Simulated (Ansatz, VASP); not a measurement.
## In: VASP beside Ansatz

```
In
1.0
     3.33548    0.00000    0.00000
    -1.66774    2.88861    0.00000
     0.00000    0.00000    5.50914
In
2
Direct
  0.66667 0.33333 0.75000
  0.33333 0.66667 0.25000
```

Alike in both runs: task relaxation of cell and atoms; functional PBEsol; k mesh 9 × 9 × 5; occupations fermi-dirac, width 0.05 eV; no spin polarisation.

|  | VASP | Ansatz |
| --- | --- | --- |
| version | VASP 6.6.1 | Ansatz 0.2.0 |
| potentials or method | VASP PAW PBE potentials, release 64 (In_d) | Ansatz PAW |
| plane-wave cutoff (eV) | 600 | 420 |
| valence electrons in the cell | 26 | 26 |

Ansatz gave:

- gap on the k mesh at the Fermi level, each at its own relaxed structure (eV): none
- relaxed volume (Å³/atom): 25.60
- relaxed cell length with the largest relative difference (Å): 5.398

Task: Estimate VASP's values.

Result: gap on the k mesh at the Fermi level, each at its own relaxed structure (eV): none; relaxed volume (Å³/atom): 25.63; relaxed cell length with the largest relative difference (Å): 5.400.

VASP's potentials were made for PBE, not for PBEsol. A gap of «none» marks a metal or a gap that the smearing closes.

Noted on Ansatz's run: the plane-wave basis is chosen anew once the cell has moved, so the energies of steps on either side of that aren't comparable.
